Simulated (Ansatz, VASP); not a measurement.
La: VASP beside Ansatz

INCAR

```
SYSTEM = La
PREC = Accurate ; ENCUT = 520
EDIFF = 1E-7 ; ISMEAR = -1
SIGMA = 0.05 ; LREAL = .False.
LASPH = .True. ; NELM = 60
ALGO = Normal ; ISIF = 2
LWAVE = .False. ; LCHARG = .False.
GGA = PE ; NBANDS = 18
```

File KPOINTS:

```
regular mesh
0
Gamma
  12 12 7
  0 0 0
```

File POSCAR:

```
La
1.0
    3.7830588365      0.0000000000      0.0000000000
   -1.8915294182      3.2762250564      0.0000000000
    0.0000000000      0.0000000000      6.0761289130
La
2
Direct
    0.3333333333      0.6666666667      0.2500000000
    0.6666666667      0.3333333333      0.7500000000
```

Input for Ansatz:

```yaml
crystal:
  lattice:
    - [3.7830588365, 0.0, 0.0]
    - [-1.8915294182, 3.2762250564, 0.0]
    - [0.0, 0.0, 6.076128913]
  atoms:
    - { symbol: La, position: [0.3333333333, 0.6666666667, 0.25] }
    - { symbol: La, position: [0.6666666667, 0.3333333333, 0.75] }
kpoints:
  mp_grid: { grid: [12, 12, 7] }
scf:
  occupations: { method: fermi_dirac, width: 0.05 }
hamiltonian:
  xc: pbe
  pseudopotentials:
    kind: all_electron
    lapw: { basis_error: 0.001, muffin_tin_radii: { La: 1.03 } }
output:
  forces: true
  stress: true
  eigenvalues: true
```

Alike in both runs: task single point; functional PBE; k mesh 12 × 12 × 7; occupations fermi-dirac, width 0.05 eV; no spin polarisation.

```csv
,VASP,Ansatz
version,VASP 6.6.1,Ansatz 0.2.0
potentials or method,"VASP PAW PBE potentials, release 64 (La), cutoff 520 eV","all-electron LAPW, scalar-relativistic"
```

```tsv
	VASP	Ansatz	Ansatz less VASP
pressure (GPa)	0.1	0.0	-0.04
```

Ansatz ran all-electron here, and VASP with PAW potentials.

Neither program's run includes spin-orbit coupling.
